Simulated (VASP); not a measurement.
# NbRe3Pd (Pm-3m) in VASP: notebook

The runs below take NbRe3Pd through relaxation of cell and atoms, single point, with PBE.

All numbers are computed with VASP 6.6.1; they aren't measurements. Logs are shortened: lines on timing, memory, paths and dates and some standing lists are left out, and cuts for length are marked.

## 1. The cell of the first run

Symmetry: Pm-3m, No. 221, cubic system. Conventional cell: a = 4.109 Å, b = 4.109 Å, c = 4.109 Å, α = 90.00°, β = 90.00°, γ = 90.00°. Within 3.8 Å of Nb (site symmetry m-3m) lie 12 Re at 2.91 Å and 8 Pd at 3.56 Å. Within 2.7 Å of Re (site symmetry 4/mmm) lie 2 Pd at 2.05 Å. Pd (site symmetry m-3m) has 6 Re at 2.05 Å within 2.7 Å.

## 2. Relaxation of cell and atoms, PBE

INCAR

```
SYSTEM = NbRe3Pd
PREC = Accurate
ENCUT = 630
EDIFF = 1E-7
ISMEAR = 0
SIGMA = 0.1
LREAL = .FALSE.
LASPH = .TRUE.
NELM = 120
ALGO = Normal
ISIF = 3
LWAVE = .FALSE.
LCHARG = .FALSE.
GGA = PE
IBRION = 2
NSW = 90
EDIFFG = -0.04
GGA_COMPAT = .FALSE.
NELMIN = 4
```

KPOINTS

```
regular mesh
0
G
  4 4 4
  0 0 0
```

POSCAR

```
NbRe3Pd
1.0
    4.1089328624      0.0000000000      0.0000000000
    0.0000000000      4.1089328624      0.0000000000
    0.0000000000      0.0000000000      4.1089328624
Nb Re Pd
1 3 1
Direct
    0.0000000000      0.0000000000      0.0000000000
    0.0000000000      0.5000000000      0.5000000000
    0.5000000000      0.0000000000      0.5000000000
    0.5000000000      0.5000000000      0.0000000000
    0.5000000000      0.5000000000      0.5000000000
```

Potentials or basis: VASP PAW PBE potentials, release 64 (Nb_sv, Re_sv_GW, Pd_sv_GW).

Run with:

```
> cat potpaw_PBE.64/Nb_sv/POTCAR potpaw_PBE.64/Re_sv_GW/POTCAR potpaw_PBE.64/Pd_sv_GW/POTCAR > POTCAR
> mpirun -np 1 vasp_std > vasp.out
```

OUTCAR:

```text
SYSTEM = NbRe3Pd
   PREC = Accurate
   ENCUT = 630
   EDIFF = 1E-7
   ISMEAR = 0
   LREAL = .FALSE.
   LASPH = .TRUE.
   NELM = 120
   ISIF = 3
   GGA = PE
   IBRION = 2
   NSW = 90
   EDIFFG = -0.04
   NELMIN = 4

 ion  position               nearest neighbor table
   1  0.000  0.000  0.000-   2 2.91   3 2.91   4 2.91   2 2.91   3 2.91   2 2.91   4 2.91   2 2.91
                             3 2.91   4 2.91   3 2.91   4 2.91
   2  0.000  0.500  0.500-   5 2.05   5 2.05   4 2.91   1 2.91   1 2.91   4 2.91   1 2.91   3 2.91
                             1 2.91   3 2.91   4 2.91   3 2.91   4 2.91   3 2.91
   3  0.500  0.000  0.500-   5 2.05   5 2.05   4 2.91   1 2.91   1 2.91   4 2.91   2 2.91   4 2.91
                             2 2.91   4 2.91   1 2.91   2 2.91   1 2.91   2 2.91
   4  0.500  0.500  0.000-   5 2.05   5 2.05   3 2.91   1 2.91   2 2.91   3 2.91   2 2.91   1 2.91
                             3 2.91   3 2.91   1 2.91   2 2.91   2 2.91   1 2.91
   5  0.500  0.500  0.500-   2 2.05   3 2.05   4 2.05   4 2.05   3 2.05   2 2.05

  LATTYP: Found a simple cubic cell.
 ALAT       =     4.1089328624

  Lattice vectors:

 A1 = (   4.1089328624,   0.0000000000,   0.0000000000)
 A2 = (   0.0000000000,   4.1089328624,   0.0000000000)
 A3 = (   0.0000000000,   0.0000000000,   4.1089328624)

Analysis of symmetry for initial positions (statically):
=====================================================================
 Subroutine PRICEL returns:
 Original cell was already a primitive cell.

 Routine SETGRP: Setting up the symmetry group for a
 simple cubic supercell.

 Subroutine GETGRP returns: Found 48 space group operations
 (whereof 48 operations were pure point group operations)
 out of a pool of 48 trial point group operations.

The static configuration has the point symmetry O_h .

Analysis of symmetry for dynamics (positions and initial velocities):
=====================================================================
 Subroutine PRICEL returns:
 Original cell was already a primitive cell.

 Routine SETGRP: Setting up the symmetry group for a
 simple cubic supercell.

 Subroutine GETGRP returns: Found 48 space group operations
 (whereof 48 operations were pure point group operations)
 out of a pool of 48 trial point group operations.

The dynamic configuration has the point symmetry O_h .

 Subroutine INISYM returns: Found 48 space group operations
 (whereof 48 operations are pure point group operations),
 and found     1 'primitive' translations

----------------------------------------------------------------------------------------

                                     Primitive cell

  volume of cell :      69.3725

  direct lattice vectors                    reciprocal lattice vectors
     4.108932862  0.000000000  0.000000000     0.243372193  0.000000000  0.000000000
     0.000000000  4.108932862  0.000000000     0.000000000  0.243372193  0.000000000
     0.000000000  0.000000000  4.108932862     0.000000000  0.000000000  0.243372193

  length of vectors
     4.108932862  4.108932862  4.108932862     0.243372193  0.243372193  0.243372193

  position of ions in fractional coordinates (direct lattice)
     0.000000000  0.000000000  0.000000000
     0.000000000  0.500000000  0.500000000
     0.500000000  0.000000000  0.500000000
     0.500000000  0.500000000  0.000000000
     0.500000000  0.500000000  0.500000000

  ion indices of the primitive-cell ions
   primitive index   ion index
                 1           1
                 2           2
                 3           3
                 4           4
                 5           5

----------------------------------------------------------------------------------------

 KPOINTS: regular mesh

Automatic generation of k-mesh.
 Grid dimensions read from file:
 generate k-points for:    4    4    4

 Generating k-lattice:

  Cartesian coordinates                     Fractional coordinates (reciprocal lattice)
     0.060843048  0.000000000  0.000000000     0.250000000  0.000000000  0.000000000
     0.000000000  0.060843048  0.000000000     0.000000000  0.250000000  0.000000000
     0.000000000  0.000000000  0.060843048     0.000000000  0.000000000  0.250000000

  Length of vectors
     0.060843048  0.060843048  0.060843048

  Shift w.r.t. Gamma in fractional coordinates (k-lattice)
     0.000000000  0.000000000  0.000000000

 Subroutine IBZKPT returns following result:
 ===========================================

 Found     10 irreducible k-points:

 Following reciprocal coordinates:
            Coordinates               Weight
  0.000000  0.000000  0.000000      1.000000
  0.250000  0.000000  0.000000      6.000000
  0.500000  0.000000  0.000000      3.000000
  0.250000  0.250000  0.000000     12.000000
  0.500000  0.250000  0.000000     12.000000
  0.500000  0.500000  0.000000      3.000000
  0.250000  0.250000  0.250000      8.000000
  0.500000  0.250000  0.250000     12.000000
  0.500000  0.500000  0.250000      6.000000
  0.500000  0.500000  0.500000      1.000000
   k-points           NKPTS =     10   k-points in BZ     NKDIM =     10   number of bands    NBANDS=     45
   number of dos      NEDOS =    301   number of ions     NIONS =      5
   total plane-waves  NPLWV =  46656
   dimension x,y,z NGX =    36 NGY =   36 NGZ =   36
   dimension x,y,z NGXF=    72 NGYF=   72 NGZF=   72
   ions per type =               1   3   1
   NGX,Y,Z   is equivalent  to a cutoff of  14.57, 14.57, 14.57 a.u.
   NGXF,Y,Z  is equivalent  to a cutoff of  29.13, 29.13, 29.13 a.u.
 SYSTEM =  NbRe3Pd
   PREC   = accura    normal or accurate (medium, high low for compatibility)
   ISTART =      0    job   : 0-new  1-cont  2-samecut
   ICHARG =      2    charge: 1-file 2-atom 10-const
   ISPIN  =      1    spin polarized calculation?
   LNONCOLLINEAR =      F non collinear calculations
   LSORBIT =      F    spin-orbit coupling
   LASPH  =      T    aspherical Exc in radial PAW
   ENCUT  =  630.0 eV  46.30 Ry    6.80 a.u.   8.41  8.41  8.41*2*pi/ulx,y,z
   NELM   =    120;   NELMIN=  4; NELMDL= -5     # of ELM steps
   EDIFF  = 0.1E-06   stopping-criterion for ELM
   LREAL  =      F    real-space projection
   EDIFFG = -.4E-01   stopping-criterion for IOM
   NSW    =     90    number of steps for IOM
   IBRION =      2    ionic relax: 0-MD 1-quasi-New 2-CG
   NFREE  =      1    steps in history (QN), initial steepest desc. (CG)
   ISIF   =      3    stress and relaxation
   ISYM   =      2    0-nonsym 1-usesym 2-fastsym
   POTIM  = 0.5000    time-step for ionic-motion
   TEBEG  =    0.0;   TEEND  =   0.0 temperature during run
   PSTRESS=    0.0 pullay stress
   NELECT =      76.0000    total number of electrons
   NUPDOWN=      -1.0000    fix difference up-down
   EMIN   =  10.00;   EMAX   =-10.00  energy-range for DOS
   EFERMI =   0.00;   METHOD = LEGACY
   ISMEAR =     0;   SIGMA  =   0.10  broadening in eV -4-tet -1-fermi 0-gaus
   EFERMI_NEDOS =   21; number of points for ismear=-14 and -15
   IALGO  =     38    algorithm
   IMIX   =      4    mixing-type and parameters
     AMIX     =   0.40;   BMIX     =  1.00
     AMIX_MAG =   1.60;   BMIX_MAG =  1.00
  volume/ion in A,a.u.               =      13.87        93.63
  Fermi-wavevector in a.u.,A,eV,Ry     =   1.687655  3.189205 38.751830  2.848179
  Thomas-Fermi vector in A             =   2.770102
   LORBIT       =      0    0 simple, 1 ext, 2 COOP (PROOUT), +10 PAW based schemes
   GGA     = PE    functional components
   LHFCALC =     F    Hartree Fock is set to
   AEXX    =    0.0000 exact exchange contribution
   IVDW    =     0    specifies the selected vdW correction
   LEPSILON=     F    determine dielectric tensor
   LRPA    =     F    only Hartree local field effects (RPA)
 conjugate gradient relaxation of ions
 non-spin polarized calculation
 Gauss-broadening in eV      SIGMA  =   0.10
  energy-cutoff  :      630.00
  volume of cell :       69.37
 maximum number of plane-waves:      2517
 NGX is ok and might be reduce to    36
   NGX = 17   NGY = 17   NGZ = 17

--------------------------------------- Ionic step        1  -------------------------------------------

 number of electron      75.9999997 magnetization

 Free energy of the ion-electron system (eV)
  ---------------------------------------------------
  ext. energy  EPLUGINS =         0.00000000
  ---------------------------------------------------
  free energy    TOTEN  =       -34.44546449 eV

  energy without entropy =      -34.38077658  energy(sigma->0) =      -34.41312054

------------------------ aborting loop because EDIFF is reached ----------------------------------------

  FORCE on cell =-STRESS in cart. coord.  units (eV):
  Direction    XX          YY          ZZ          XY          YZ          ZX
  --------------------------------------------------------------------------------------
  -------------------------------------------------------------------------------------
  Total       64.2523264     64.2523264     64.2523264     -0.0000000      0.0000000     -0.0000000
  in kB     1483.9262036   1483.9262036   1483.9262036     -0.0000000      0.0000000     -0.0000000
  external PRESSURE =    1483.9262036 kB  Pullay stress =       0.0000000 kB
[... 514 lines left out ...]
     44       0.0658      0.01115
     45       0.1842      0.00003

------------------------ aborting loop EDIFF was not reached (unconverged)  ----------------------------

  FORCE on cell =-STRESS in cart. coord.  units (eV):
  Direction    XX          YY          ZZ          XY          YZ          ZX
  --------------------------------------------------------------------------------------
  -------------------------------------------------------------------------------------
  Total     -197.0620290   -197.0620290   -197.0620290      0.0000000      0.0000000     -0.0000000
  in kB    -1070.6047486  -1070.6047486  -1070.6047486      0.0000000      0.0000000     -0.0000000
  external PRESSURE =   -1070.6047486 kB  Pullay stress =       0.0000000 kB

 VOLUME and BASIS-vectors are now :
 -----------------------------------------------------------------------------
  energy-cutoff  :      630.00
  volume of cell :      294.91
      direct lattice vectors                 reciprocal lattice vectors
     6.656226968 -0.000000000 -0.000000000     0.150235262  0.000000000 -0.000000000
    -0.000000000  6.656226968 -0.000000000     0.000000000  0.150235262 -0.000000000
     0.000000000  0.000000000  6.656226968     0.000000000  0.000000000  0.150235262
[... 1184 lines left out ...]
  energy  without entropy=      -44.0735427111  energy(sigma->0) =      -44.11052394

--------------------------------------- Ionic step        8  -------------------------------------------

 number of electron      75.9999999 magnetization

 Free energy of the ion-electron system (eV)
  ---------------------------------------------------
  ext. energy  EPLUGINS =         0.00000000
  ---------------------------------------------------
  free energy    TOTEN  =       -44.15157353 eV

  energy without entropy =      -44.07732329  energy(sigma->0) =      -44.11444841

 E-fermi :   8.8442     XC(G=0): -12.1764

 val. band max:        8.8082801530   @ k =   0.5000   0.2500   0.2500
 cond. band min:       8.8451448965   @ k =   0.5000   0.2500   0.0000
 fundamental gap:      0.0368647435
 Fermi energy:         8.8442406233

 k-point     1 :       0.0000    0.0000    0.0000
  band No.  band energies     occupation
      1     -78.1541      2.00000
      2     -71.4113      2.00000
      3     -71.4083      2.00000
      4     -71.4083      2.00000
      5     -46.7096      2.00000
      6     -44.0139      2.00000
[... 501 lines left out ...]
  FREE ENERGIE OF THE ION-ELECTRON SYSTEM (eV)
  ---------------------------------------------------
  free  energy   TOTEN  =       -44.1515735327 eV

  energy  without entropy=      -44.0773232902  energy(sigma->0) =      -44.11444841

 reached required accuracy - stopping structural energy minimisation
```

It took 20 min on 1 thread of Intel Xeon Platinum 8488C (Sapphire Rapids), shared host; peak memory 0.25 GiB.

Results:

* Free energy: -44.1516 eV
* Relaxed volume: 19.64 Å³/atom
* Relaxed cell: a = 4.614 Å, b = 4.614 Å, c = 4.614 Å, α = 90.00°, β = 90.00°, γ = 90.00°
* Space group after relaxing (to 0.1 Å): Pm-3m (No. 221)
* Pressure after relaxing: -0.1 GPa
* Band gap on the k mesh: zero (bands 38 and 39 overlap by 1.18 eV)

Final structure:
```
CELL_PARAMETERS angstrom
4.61392 0.00000 0.00000
0.00000 4.61392 0.00000
0.00000 0.00000 4.61392
ATOMIC_POSITIONS crystal
Nb 0.00000 0.00000 0.00000
Re 0.00000 0.50000 0.50000
Re 0.50000 0.00000 0.50000
Re 0.50000 0.50000 0.00000
Pd 0.50000 0.50000 0.50000
```

Caveat: the k points lie up to 0.34 Å⁻¹ apart in the final cell, too coarse for converged energies and pressures of a metal; the volume moved by over 15 % at a fixed basis, so the end points are rough; spin-orbit coupling is left out, which moves the levels of the heavy elements.

## 3. Single point, PBE

This run uses another cell than the first one, of 19.84 Å³/atom.

INCAR

```
SYSTEM = NbRe3Pd
PREC = Accurate
ENCUT = 630
EDIFF = 1E-6
ISMEAR = 0
SIGMA = 0.1
LREAL = .FALSE.
LASPH = .TRUE.
NELM = 120
ALGO = Normal
ISIF = 2
LWAVE = .FALSE.
LCHARG = .FALSE.
GGA = PE
NBANDS = 46
GGA_COMPAT = .FALSE.
```

KPOINTS

```
Automatic mesh
0
G
  8 8 8
  0 0 0
```

POSCAR, as its differences from that of step 2:

```diff
@@ -2,5 +2,5 @@
 1.0
-    4.1089328624      0.0000000000      0.0000000000
-    0.0000000000      4.1089328624      0.0000000000
-    0.0000000000      0.0000000000      4.1089328624
+    4.6289325905      0.0000000000      0.0000000000
+    0.0000000000      4.6289325905      0.0000000000
+    0.0000000000      0.0000000000      4.6289325905
 Nb Re Pd
```

Potentials or basis: VASP PAW PBE potentials, release 64 (Nb_sv, Re_sv_GW, Pd_sv_GW).

Run with:

```
> cat potpaw_PBE.64/Nb_sv/POTCAR potpaw_PBE.64/Re_sv_GW/POTCAR potpaw_PBE.64/Pd_sv_GW/POTCAR > POTCAR
> mpirun -np 1 vasp_std > vasp.out
```

Run time: 4.8 min. Hardware: 1 thread of AMD EPYC 7R13 (Zen 3), shared host; peak memory 0.37 GiB.

It converged, with:

- Free energy: -44.2439 eV
- Pressure: -0.2 GPa
- Band gap on the k mesh: zero (bands 38 and 39 overlap by 1.20 eV)

Levels at points of the mesh, in eV from the Fermi level:
```
           k point  band 36  band 37  band 38  band 39  band 40  band 41
(0.00, 0.00, 0.00)     0.79     0.79     0.79     1.32     1.32     1.32
(0.50, 0.00, 0.00)    -0.46    -0.18     0.39     0.39     0.42     0.68
(0.50, 0.50, 0.00)    -1.10    -1.01    -0.46    -0.39    -0.39    -0.25
(0.50, 0.50, 0.50)    -1.63    -0.67    -0.67     0.62     0.62     0.62
```

Caveat: spin-orbit coupling is left out, which moves the levels of the heavy elements.

The gap in the log of VASP goes by the Fermi energy; the results here count the filled bands.